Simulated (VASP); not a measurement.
A run of VASP 6.6.1 is set up as follows.

Contents of POSCAR:

```
HfC
1.0
    0.0000000000      2.3327243092      2.3327243092
    2.3327243092      0.0000000000      2.3327243092
    2.3327243092      2.3327243092      0.0000000000
Hf C
1 1
Direct
    0.0000000000      0.0000000000      0.0000000000
    0.5000000000      0.5000000000      0.5000000000
```

File INCAR.step1:

```
SYSTEM = HfC
PREC = Accurate
ENCUT = 520
EDIFF = 1E-5
ISMEAR = -1
SIGMA = 0.1
LREAL = .FALSE.
LASPH = .TRUE.
NELM = 100
ALGO = Normal
ISIF = 2
LWAVE = .TRUE.
LCHARG = .FALSE.
NBANDS = 14
GGA = PE
```

The input INCAR.step2:

```
SYSTEM = HfC
PREC = Accurate
ENCUT = 520
EDIFF = 1E-6
ISMEAR = -1
SIGMA = 0.1
LREAL = .FALSE.
LASPH = .TRUE.
NELM = 100
ALGO = Normal
ISIF = 2
LWAVE = .FALSE.
LCHARG = .FALSE.
GGA = PE
LHFCALC = .TRUE.
HFSCREEN = 0.2079
PRECFOCK = Normal
NBANDS = 14
ISTART = 1
```

File KPOINTS:

```
Automatic mesh
0
G
  4 4 4
  0 0 0
```

Potentials or basis: VASP PAW PBE potentials, release 64 (Hf_pv, C).

Launch:

```console
$ cat potpaw_PBE.64/Hf_pv/POTCAR potpaw_PBE.64/C/POTCAR > POTCAR
$ cp INCAR.step1 INCAR
$ mpirun -np 1 vasp_std > vasp.out
$ cp INCAR.step2 INCAR
$ mpirun -np 1 vasp_std > vasp.out
```

Task: Estimate the pressure.

Result: -6.1 GPa.

Task: Estimate the band gap on the k mesh.

Result: Zero (band 7 reaches 6.76 eV, above the bottom of band 8 at 5.37 eV).

Caveat: the k points lie up to 0.58 Å⁻¹ apart; the PAW data sets were made with another functional, which shifts forces and pressure a little; spin-orbit coupling is left out, which moves the levels of the heavy elements.
